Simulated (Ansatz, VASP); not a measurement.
## GaN in VASP and in Ansatz

Contents of POSCAR:

```
GaN
1.0
    3.1273200000     -0.0205600000     -0.0059100000
   -1.5814700000      2.8051100000      0.0505700000
   -0.0096100000      0.0893200000      5.1431400000
Ga N
2 2
Direct
    0.3255800000      0.6624100000      0.0032900000
    0.6663600000      0.3282900000      0.4966200000
    0.3404400000      0.6682900000      0.3748800000
    0.6702001935      0.3302015147      0.8708862264
```

Contents of INCAR.step1:

```
SYSTEM = GaN
PREC = Accurate
ENCUT = 520
ISMEAR = 0
SIGMA = 0.01
LREAL = .FALSE.
LASPH = .TRUE.
NELM = 100
NBANDS = 26
GGA = PE
ALGO = Normal
EDIFF = 1E-4
LWAVE = .TRUE.
LCHARG = .FALSE.
```

The input INCAR.step2:

```
SYSTEM = GaN
PREC = Accurate
ENCUT = 520
EDIFF = 1E-6
ISMEAR = 0
SIGMA = 0.01
LREAL = .FALSE.
LASPH = .TRUE.
NELM = 100
ALGO = Normal
ISIF = 2
LWAVE = .FALSE.
LCHARG = .TRUE.
METAGGA = R2SCAN
LMIXTAU = .TRUE.
LELF = .TRUE.
LVHAR = .TRUE.
NBANDS = 26
ISTART = 1
```

The input KPOINTS:

```
regular mesh
0
G
  6 6 4
  0 0 0
```

Input for Ansatz:

```yaml
crystal:
  lattice:
    - [3.12732, -0.02056, -0.00591]
    - [-1.58147, 2.80511, 0.05057]
    - [-0.00961, 0.08932, 5.14314]
  atoms:
    - { symbol: Ga, position: [0.32558, 0.66241, 0.00329] }
    - { symbol: Ga, position: [0.66636, 0.32829, 0.49662] }
    - { symbol: "N", position: [0.34044, 0.66829, 0.37488] }
    - { symbol: "N", position: [0.6702001935094688, 0.3302015147492665, 0.8708862263797545] }
basis:
  ecutwfc: 650.0
  xc_grid: 2
kpoints:
  mp_grid:
    grid: [6, 6, 4]
hamiltonian:
  xc: r2scan
scf:
  convergence:
    dr2_threshold: 1.0e-09
  occupations:
    method: fixed
output:
  forces: true
  stress: true
```

Alike in both runs: task single point; functional r2SCAN; k mesh 6 × 6 × 4; no spin polarisation.

|  | VASP | Ansatz |
| --- | --- | --- |
| version | VASP 6.6.1 | Ansatz 0.2.0 |
| potentials or method | VASP PAW PBE potentials, release 64 (Ga_d, N), cutoff 520 eV | plane waves, PAW |
| occupations | gaussian, width 0.01 eV | fixed |
| valence electrons in the cell | 36 | 36 |

Ansatz gave:

| Quantity | Value |
| --- | --- |
| pressure (GPa) | 2.7 |
| traceless stress, the component that is largest in VASP (GPa) | -6.26 |
| rms of the force components (eV/Å) | 0.376 |

Problem. Which values does VASP return?

Solution. Pressure (GPa): 3.8; traceless stress, the component that is largest in VASP (GPa): -6.35; rms of the force components (eV/Å): 0.380.

VASP's potentials were made for PBE, not for r2SCAN. Atom by atom the forces differ by 0.008 eV/Å (rms over components). Ansatz's warnings: stress scf threshold loose.
